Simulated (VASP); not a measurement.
# Hf in VASP: further runs, part 2 of 2

VASP 6.6.1. The steps go on from the part before.

## Step 4: Single point, PBEsol (the cell strained at random)

INCAR

```
SYSTEM = Hf
PREC = Accurate
ENCUT = 520
EDIFF = 1E-7
ISMEAR = -1
SIGMA = 0.05
LREAL = .False.
LASPH = .True.
NELM = 80
ALGO = Normal
ISIF = 2
LWAVE = .False.
LCHARG = .False.
GGA = PS
NBANDS = 11
```

KPOINTS

```
Automatic mesh
0
Gamma
  10 10 10
  0 0 0
```

POSCAR

```
Hf
1.0
   -0.0434730000      2.2074770000      2.2133560000
    2.1627620000     -0.0426750000      2.2125580000
    2.1720080000      2.2159250000     -0.0519210000
Hf
1
Direct
    0.0019310000     -0.0112190000     -0.0034220000
```

Command:

```bash
$ cat potpaw_PBE.64/Hf_pv/POTCAR > POTCAR
$ mpirun -np 1 vasp_std > vasp.out
```

Wall time 2.8 min (1 thread of AMD EPYC 7R13, shared host); peak memory 0.21 GiB.

Results (log left out):

- Free energy: -10.4313 eV
- Pressure: -2.0 GPa
- Band gap on the k mesh: zero (bands 5 and 6 overlap by 1.76 eV)

Stress tensor (GPa, compression positive):
```
-1.37  1.23  1.74
 1.23 -2.24  1.59
 1.74  1.59 -2.38
```

Levels at points of the mesh, in eV from the Fermi level:
```
           k point  band 2  band 3  band 4  band 5  band 6  band 7  band 8  band 9
(0.00, 0.00, 0.00)  -29.90  -29.85   -7.30    1.12    1.30    1.76    4.09    4.45
(0.50, 0.00, 0.00)  -30.01  -29.97   -3.74    0.61    0.79    1.60    6.31    6.54
(0.00, 0.50, 0.00)  -30.00  -29.98   -3.73    0.62    0.96    1.42    6.16    6.63
(0.50, 0.50, 0.00)  -30.22  -30.16   -3.38   -2.19    2.53    6.41    6.99    7.24
(0.00, 0.00, 0.50)  -29.99  -29.97   -3.76    0.55    1.02    1.42    6.17    6.59
(0.50, 0.00, 0.50)  -30.23  -30.15   -3.37   -2.20    2.57    6.41    6.99    7.25
(0.00, 0.50, 0.50)  -30.25  -30.19   -3.33   -2.25    2.89    6.40    7.08    7.16
(0.50, 0.50, 0.50)  -30.05  -30.02   -3.63    0.88    0.94    1.21    6.48    6.64
```

Caveat: the cell differs from its parent crystal (the cell strained at random); the PAW data sets were made with another functional, which shifts forces and pressure a little; spin-orbit coupling is left out, which moves the levels of the heavy elements.

## Step 5: Single point, PBEsol

This run uses another cell than the first one, of 21.88 Å³/atom.

INCAR

```
ALGO = Fast
EDIFF = 1E-6
ENCUT = 520
GGA = PS
ISIF = 2
ISMEAR = 0
LASPH = T
LCHARG = T
LELF = T
LREAL = F
LVHAR = T
LWAVE = F
NBANDS = 11
NELM = 80
PREC = Accurate
SIGMA = 0.02
```

KPOINTS

```
k-points
0
Gamma
  10 10 10
```

POSCAR

```
Hf
1.0
    0.0000000000      2.2200000000      2.2200000000
    2.2200000000      0.0000000000      2.2200000000
    2.2200000000      2.2200000000      0.0000000000
Hf
1
Direct
    0.0000000000      0.0000000000      0.0000000000
```

Command:

```bash
$ cat potpaw_PBE.64/Hf_pv/POTCAR > POTCAR
$ mpirun -np 1 vasp_std > vasp.out
```

Run time: 17 s. Hardware: 1 thread of Intel Xeon 8259CL, shared host; peak memory 0.14 GiB.

It converged, with:

| Property | Result |
| --- | --- |
| Free energy | -10.4344 eV |
| Pressure | -2.2 GPa |
| Band gap on the k mesh | zero (bands 5 and 6 overlap by 1.80 eV) |

Levels at points of the mesh, in eV from the Fermi level:
```
           k point  band 3  band 4  band 5  band 6  band 7  band 8
(0.00, 0.00, 0.00)  -29.90   -7.32    1.38    1.38    1.38    4.24
(0.50, 0.00, 0.00)  -30.02   -3.73    0.65    1.14    1.14    6.44
(0.50, 0.50, 0.00)  -30.22   -3.38   -2.23    2.64    6.44    7.09
```

Caveat: the PAW data sets were made with another functional, which shifts forces and pressure a little; spin-orbit coupling is left out, which moves the levels of the heavy elements.

## Step 6: Single point, PBEsol+D4+U (the cell strained at random)

INCAR

```
SYSTEM = Hf
PREC = Accurate ; ENCUT = 520
EDIFF = 1E-6 ; ISMEAR = 1
SIGMA = 0.1 ; LREAL = .False.
LASPH = .True. ; NELM = 150
ALGO = Fast ; ISIF = 2
LWAVE = .False. ; LCHARG = .False.
LMAXMIX = 4 ; LDAU = .True.
LDAUTYPE = 2 ; LDAUL = 2
LDAUU = 6.2 ; LDAUJ = 0
LDAUPRINT = 1 ; GGA = PS
IVDW = 13 ; NBANDS = 11
```

KPOINTS

```
Automatic mesh
0
Gamma
  10 10 10
  0 0 0
```

POSCAR

```
Hf
1.0
    0.0016180000      2.2239260000      2.2394230000
    2.1928380000      0.0159440000      2.2250970000
    2.2162640000      2.2330260000     -0.0074830000
Hf
1
Direct
    0.0612640000     -0.0642100000     -0.0342980000
```

Potentials or basis: VASP PAW PBE potentials, release 64 (Hf_pv).

Command:

```bash
$ cat potpaw_PBE.64/Hf_pv/POTCAR > POTCAR
$ mpirun -np 1 vasp_std > vasp.out
```

OUTCAR:

```text
SYSTEM = Hf
   PREC = Accurate
   ENCUT = 520
   EDIFF = 1E-6
   ISMEAR = 1
   LREAL = .False.
   LASPH = .True.
   NELM = 150
   ISIF = 2
   GGA = PS
   IVDW = 13

 ion  position               nearest neighbor table
   1  0.061  0.936  0.966-

  Warning from LATTYP: Got some problem with cell dimensions!
  Tried to take original basis but could not verify dimensions!
  LATTYP: Found a triclinic cell.
 ALAT       =     3.1461543557
 B/A-ratio  =     1.4009513232
 C/A-ratio  =     1.0031560521
 COS(alpha) =     0.0010055318
 COS(beta)  =     0.4988065416
 COS(gamma) =     0.7084605213

  Lattice vectors:

 A1 = (  -2.2162640000,  -2.2330260000,   0.0074830000)
 A2 = (  -4.4074840000,  -0.0250440000,   0.0218090000)
 A3 = (  -0.0016180000,  -2.2239260000,  -2.2394230000)

Analysis of symmetry for initial positions (statically):
=====================================================================
 Subroutine PRICEL returns:
 Original cell was already a primitive cell.

 Routine SETGRP: Setting up the symmetry group for a
 triclinic supercell.

 Subroutine GETGRP returns: Found  2 space group operations
 (whereof  1 operations were pure point group operations)
 out of a pool of  2 trial point group operations.

The static configuration has the point symmetry C_1 .
 The point group associated with its full space group is S_2 .

Analysis of symmetry for dynamics (positions and initial velocities):
=====================================================================
 Subroutine PRICEL returns:
 Original cell was already a primitive cell.

 Routine SETGRP: Setting up the symmetry group for a
 triclinic supercell.

 Subroutine GETGRP returns: Found  2 space group operations
 (whereof  1 operations were pure point group operations)
 out of a pool of  2 trial point group operations.

The dynamic configuration has the point symmetry C_1 .
 The point group associated with its full space group is S_2 .

 Subroutine INISYM returns: Found  2 space group operations
 (whereof  1 operations are pure point group operations),
 and found     1 'primitive' translations

----------------------------------------------------------------------------------------

                                     Primitive cell

  volume of cell :      21.8821

  direct lattice vectors                    reciprocal lattice vectors
     0.001618000  2.223926000  2.239423000    -0.227072331  0.226112306  0.222160069
     2.192838000  0.015944000  2.225097000     0.229289334 -0.226813943  0.225078708
     2.216264000  2.233026000 -0.007483000     0.224509823  0.224251436 -0.222861806

  length of vectors
     3.156083783  3.124075762  3.146154356     0.389927833  0.393291988  0.387763784

  position of ions in fractional coordinates (direct lattice)
     0.061264000  0.935790000  0.965702000

  ion indices of the primitive-cell ions
   primitive index   ion index
                 1           1

----------------------------------------------------------------------------------------

[... 96 lines left out ...]
   U (eV)           for each species LDAUU =   6.2
   J (eV)           for each species LDAUJ =   0.0
   GGA     = PS    functional components
   LHFCALC =     F    Hartree Fock is set to
   AEXX    =    0.0000 exact exchange contribution
   IVDW    =    13    specifies the selected vdW correction
   LEPSILON=     F    determine dielectric tensor
   LRPA    =     F    only Hartree local field effects (RPA)
 non-spin polarized calculation
 RMM-DIIS sequential band-by-band and
 Methfessel and Paxton  Order N= 1 SIGMA  =   0.10
  energy-cutoff  :      520.00
  volume of cell :       21.88
 maximum number of plane-waves:       602
   NGX = 11   NGY = 11   NGZ = 11

atom =   1  type =  1  l = 2

 onsite density matrix

spin component  1

  0.1613  0.0013  0.0007 -0.0001  0.0000
  0.0013  0.1631 -0.0001 -0.0015  0.0002
  0.0007 -0.0001  0.0903  0.0003 -0.0004
 -0.0001 -0.0015  0.0003  0.1621  0.0005
  0.0000  0.0002 -0.0004  0.0005  0.0919

spin component  2

  0.1613  0.0013  0.0007 -0.0001  0.0000
  0.0013  0.1631 -0.0001 -0.0015  0.0002
  0.0007 -0.0001  0.0903  0.0003 -0.0004
 -0.0001 -0.0015  0.0003  0.1621  0.0005
  0.0000  0.0002 -0.0004  0.0005  0.0919

 occupancies and eigenvectors

  o =  0.0901  v =  0.0095 -0.0009 -0.9691  0.0065 -0.2462  0.0000  0.0000  0.0000  0.0000  0.0000      0.0000  0.0000  0.0000  0.0000  0.0000  0.0000  0.0000  0.0000  0.0000  0.0000
  o =  0.0901  v =  0.0000  0.0000  0.0000  0.0000  0.0000  0.0095 -0.0009 -0.9691  0.0065 -0.2462      0.0000  0.0000  0.0000  0.0000  0.0000  0.0000  0.0000  0.0000  0.0000  0.0000
  o =  0.0920  v =  0.0024 -0.0027 -0.2463 -0.0063  0.9692  0.0000  0.0000  0.0000  0.0000  0.0000      0.0000  0.0000  0.0000  0.0000  0.0000  0.0000  0.0000  0.0000  0.0000  0.0000
  o =  0.0920  v =  0.0000  0.0000  0.0000  0.0000  0.0000  0.0024 -0.0027 -0.2463 -0.0063  0.9692      0.0000  0.0000  0.0000  0.0000  0.0000  0.0000  0.0000  0.0000  0.0000  0.0000
  o =  0.1604  v =  0.0000  0.0000  0.0000  0.0000  0.0000 -0.7183  0.5541 -0.0059  0.4207  0.0046      0.0000  0.0000  0.0000  0.0000  0.0000  0.0000  0.0000  0.0000  0.0000  0.0000
  o =  0.1604  v = -0.7183  0.5541 -0.0059  0.4207  0.0046  0.0000  0.0000  0.0000  0.0000  0.0000      0.0000  0.0000  0.0000  0.0000  0.0000  0.0000  0.0000  0.0000  0.0000  0.0000
  o =  0.1616  v =  0.6122  0.2163  0.0093  0.7605  0.0064  0.0000  0.0000  0.0000  0.0000  0.0000      0.0000  0.0000  0.0000  0.0000  0.0000  0.0000  0.0000  0.0000  0.0000  0.0000
  o =  0.1616  v =  0.0000  0.0000  0.0000  0.0000  0.0000  0.6122  0.2163  0.0093  0.7605  0.0064      0.0000  0.0000  0.0000  0.0000  0.0000  0.0000  0.0000  0.0000  0.0000  0.0000
  o =  0.1646  v =  0.0000  0.0000  0.0000  0.0000  0.0000 -0.3304 -0.8039  0.0003  0.4946  0.0018      0.0000  0.0000  0.0000  0.0000  0.0000  0.0000  0.0000  0.0000  0.0000  0.0000
  o =  0.1646  v = -0.3304 -0.8039  0.0003  0.4946  0.0018  0.0000  0.0000  0.0000  0.0000  0.0000      0.0000  0.0000  0.0000  0.0000  0.0000  0.0000  0.0000  0.0000  0.0000  0.0000

 number of electron      10.0000000 magnetization

 Free energy of the ion-electron system (eV)
  ---------------------------------------------------
  ext. energy  EPLUGINS =         0.00000000
  ---------------------------------------------------
  free energy    TOTEN  =        -6.55747552 eV

  energy without entropy =       -6.55753424  energy(sigma->0) =       -6.55749509

 E-fermi :   5.7165     XC(G=0): -11.5494

 val. band max:        5.7117651476   @ k =  -0.3000   0.5000   0.2000
 cond. band min:       5.7189294720   @ k =   0.4000  -0.3000   0.3000
 fundamental gap:      0.0071643244
 Fermi energy:         5.7164958400

 k-point     1 :       0.0000    0.0000    0.0000
  band No.  band energies     occupation
      1     -25.6249      2.00000
      2     -25.6140      2.00000
      3     -25.6003      2.00000
      4      -2.5503      2.00000
      5       7.5040     -0.00000
      6       7.5639     -0.00000
      7       7.7789      0.00000
      8      10.8936      0.00000
      9      11.1065      0.00000
     10      16.2260      0.00000
     11      17.1954      0.00000
[... 309 lines left out ...]
 k-point    24 :      -0.3000    0.2000    0.0000
  band No.  band energies     occupation
      1     -26.2838      2.00000
      2     -25.9256      2.00000
      3     -25.7286      2.00000
      4       2.0966      2.00000
      5       5.1946      2.00000
      6       6.2318     -0.00000
      7       8.6231      0.00000
      8      10.5183      0.00000
      9      13.9219      0.00000
     10      15.9456      0.00000
     11      19.1863      0.00000

 [... further k-points ...]

------------------------ aborting loop because EDIFF is reached ----------------------------------------

  DFT-D4 for vdW energy calculation

  Edisp (eV):   -0.12501

  FORCE on cell =-STRESS in cart. coord.  units (eV):
  Direction    XX          YY          ZZ          XY          YZ          ZX
  --------------------------------------------------------------------------------------
  -------------------------------------------------------------------------------------
  Total       2.86894     2.84706     2.81836    -0.21315    -0.05379     0.18186
  in kB     210.05976   208.45797   206.35613   -15.60633    -3.93857    13.31551
  external pressure =      208.29 kB  Pullay stress =        0.00 kB

 VOLUME and BASIS-vectors are now :
 -----------------------------------------------------------------------------
  energy-cutoff  :      520.00
  volume of cell :       21.88
      direct lattice vectors                 reciprocal lattice vectors
     0.001618000  2.223926000  2.239423000    -0.227072331  0.226112306  0.222160069
     2.192838000  0.015944000  2.225097000     0.229289334 -0.226813943  0.225078708
     2.216264000  2.233026000 -0.007483000     0.224509823  0.224251436 -0.222861806

 POSITION                                       TOTAL-FORCE (eV/Angst)
 -----------------------------------------------------------------------------------
      4.19239      2.30760      2.21219         0.000000      0.000000     -0.000000
 -----------------------------------------------------------------------------------
    total drift:                               -0.000001      0.000002     -0.000001

  FREE ENERGIE OF THE ION-ELECTRON SYSTEM (eV)
  ---------------------------------------------------
  free  energy   TOTEN  =        -6.6824867013 eV

  energy  without entropy=       -6.6825454198  energy(sigma->0) =       -6.68250627
```

OSZICAR:

```text
N       E                     dE             d eps       ncg     rms          rms(c)
DAV:   1     0.150243823882E+02    0.15024E+02   -0.55681E+03 11128   0.846E+02
DAV:   2    -0.665189099424E+01   -0.21676E+02   -0.21082E+02 13405   0.154E+02
DAV:   3    -0.703151903191E+01   -0.37963E+00   -0.37554E+00 14253   0.142E+01
DAV:   4    -0.703282662214E+01   -0.13076E-02   -0.13074E-02 12900   0.100E+00
DAV:   5    -0.703283348725E+01   -0.68651E-05   -0.68650E-05 14447   0.632E-02    0.582E+01
RMM:   6    -0.669172891071E+01    0.34110E+00   -0.22552E-01 11430   0.332E+00    0.365E+01
RMM:   7    -0.656529995863E+01    0.12643E+00   -0.60022E-01 13494   0.545E+00    0.203E+00
RMM:   8    -0.655715823206E+01    0.81417E-02   -0.42329E-02 12343   0.183E+00    0.663E-01
RMM:   9    -0.655745864948E+01   -0.30042E-03   -0.36310E-03 14682   0.526E-01    0.139E-01
RMM:  10    -0.655746758418E+01   -0.89347E-05   -0.48085E-04 15260   0.188E-01    0.912E-02
RMM:  11    -0.655747315032E+01   -0.55661E-05   -0.88661E-05 15819   0.770E-02    0.171E-02
RMM:  12    -0.655747487843E+01   -0.17281E-05   -0.15611E-05 15576   0.303E-02    0.284E-02
RMM:  13    -0.655747551742E+01   -0.63899E-06   -0.25995E-06 11957   0.123E-02
   1 F= -.66824867E+01 E0= -.66825063E+01  d E =0.587185E-04
```

Wall time 1.8 min (1 thread of Intel Xeon 8259CL, shared host); peak memory 0.24 GiB.

Results:

| Property | Result |
| --- | --- |
| Free energy | -6.6825 eV |
| Pressure | 20.8 GPa |
| Band gap on the k mesh | zero (bands 5 and 6 overlap by 2.25 eV) |
| Dispersion energy per atom | -0.125 eV |

Stress tensor (GPa, compression positive):
```
21.01 -1.56  1.33
-1.56 20.85 -0.39
 1.33 -0.39 20.64
```

Eigenvalues of the final occupation matrices:
| site | spin | trace | eigenvalues |
| --- | --- | --- | --- |
| site 1 d | 1 | 0.67 | 0.09 0.09 0.16 0.16 0.16 |
| site 1 d | 2 | 0.67 | 0.09 0.09 0.16 0.16 0.16 |

Caveat: the cell differs from its parent crystal (the cell strained at random); the cell stands under pressure; the PAW data sets were made with another functional, which shifts forces and pressure a little; spin-orbit coupling is left out, which moves the levels of the heavy elements; U without spin polarisation on a metal has little footing; the U is typed as a test and isn't derived for this compound.

## Step 7: Overview

```csv
level,U,cell,k mesh,smearing,grid for exact exchange (PRECFOCK),share of exact exchange,gap on the mesh (eV),pressure (GPa)
PBE0,-,"a = 3.118 Å, angles 60.0°, 1 atom",6 × 6 × 6,fermi-dirac 0.05 eV,Normal,0.25,none,4.1
PBE0,-,"a = 3.140 Å, angles 60.0°, 1 atom",6 × 6 × 6,fermi-dirac 0.05 eV,Normal,0.25,none,1.6
PBEsol,-,"a = 3.126, b = 3.094, c = 3.103 Å, angles 62.1, 61.1, 60.9°, 1 atom",10 × 10 × 10,fermi-dirac 0.05 eV,-,-,none,-2.0
PBEsol,-,"a = 3.140 Å, angles 60.0°, 1 atom",10 × 10 × 10,gaussian 0.02 eV,-,-,none,-2.2
PBEsol+D4+U,Hf d U = 6.2 eV,"a = 3.156, b = 3.124, c = 3.146 Å, angles 60.2, 60.1, 59.4°, 1 atom",10 × 10 × 10,methfessel-paxton 0.1 eV,-,-,none,20.8
```

Alike in all rows: task single point; potentials or basis VASP PAW PBE potentials, release 64 (Hf_pv); no spin polarisation; cutoff (eV) 520.

Caveats: some runs use coarse meshes; the PAW data sets were made with another functional, which shifts forces and pressure a little; spin-orbit coupling is left out, which moves the levels of the heavy elements; the cell stands under pressure (at least some runs); U without spin polarisation on a metal has little footing (at least some runs); the U is typed as a test and isn't derived for this compound (at least some runs).

Total energies depend on the potentials used, so only differences within one code and one set of settings carry meaning.
